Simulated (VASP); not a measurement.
Crystal: B.

```
B
1.0
     0.00000    1.48125    1.48125
     1.48125    0.00000    1.48125
     1.48125    1.48125    0.00000
B
1
Direct
  0.00000 0.00000 0.00000
```

* Program: VASP 6.6.1
* Task: relaxation of cell and atoms
* Functional: PBE
* Potentials or basis: VASP PAW PBE potentials, release 64 (B)
* Cutoff: 600 eV
* k mesh: 24 × 24 × 24
* Occupations: fermi-dirac, width 0.05 eV
* Spin: no spin polarisation

At the start: pressure -22.3 GPa; volume 6.50 Å³/atom.

Q: How do energy, volume and symmetry change on relaxing?

A: Over 3 steps the energy falls by 46.2 meV/atom and the volume is 5.88 Å³/atom (-9.5 %); space group Fm-3m (No. 225, to 0.05 Å).

Step by step:
| step | energy change (eV) | largest force (eV/Å) | pressure (GPa) | volume (Å³) |
| --- | --- | --- | --- | --- |
| 1 | 0.0000 | 0.0000 | -22.26 | 6.50 |
| 2 | -0.0402 | 0.0000 | 9.95 | 5.69 |
| 3 | -0.0462 | 0.0000 | 0.03 | 5.88 |

Final structure:
```yaml
crystal:
  lattice:
    - [0.00000, 1.43297, 1.43297]
    - [1.43297, 0.00000, 1.43297]
    - [1.43297, 1.43297, 0.00000]
  atoms:
    - { symbol: B, position: [0.00000, 0.00000, 0.00000] }
```
